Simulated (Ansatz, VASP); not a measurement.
# One calculation of Si3N4, two programs

```
Si N
1.0
     7.60566    0.00000    0.00000
    -3.80283    6.58670    0.00000
     0.00000    0.00000    2.90565
Si N
6 8
Direct
  0.23061 0.82457 0.75000
  0.40604 0.23061 0.25000
  0.82457 0.59396 0.25000
  0.17543 0.40604 0.75000
  0.59396 0.76939 0.75000
  0.76939 0.17543 0.25000
  0.33333 0.66667 0.75000
  0.66667 0.33333 0.25000
  0.96874 0.66968 0.75000
  0.29906 0.96874 0.25000
  0.66968 0.70094 0.25000
  0.33032 0.29906 0.75000
  0.03126 0.33032 0.25000
  0.70094 0.03126 0.75000
```

Alike in both runs: task single point; functional r2SCAN; k mesh 6 × 6 × 8; no spin polarisation.

|  | VASP | Ansatz |
| --- | --- | --- |
| version | VASP 6.6.1 | Ansatz 0.2.0 |
| potentials or method | VASP PAW PBE potentials, release 64 (Si, N) | plane waves, PAW |
| plane-wave cutoff (eV) | 520 | 500 |
| occupations | gaussian, width 0.01 eV | fixed |
| valence electrons in the cell | 64 | 64 |

```tsv
	VASP	Ansatz	Ansatz less VASP
gap on the k mesh at the Fermi level (eV)	5.00	5.01	+0.008
pressure (GPa)	-0.2	0.0	+0.16
```

VASP's potentials were made for PBE, not for r2SCAN.
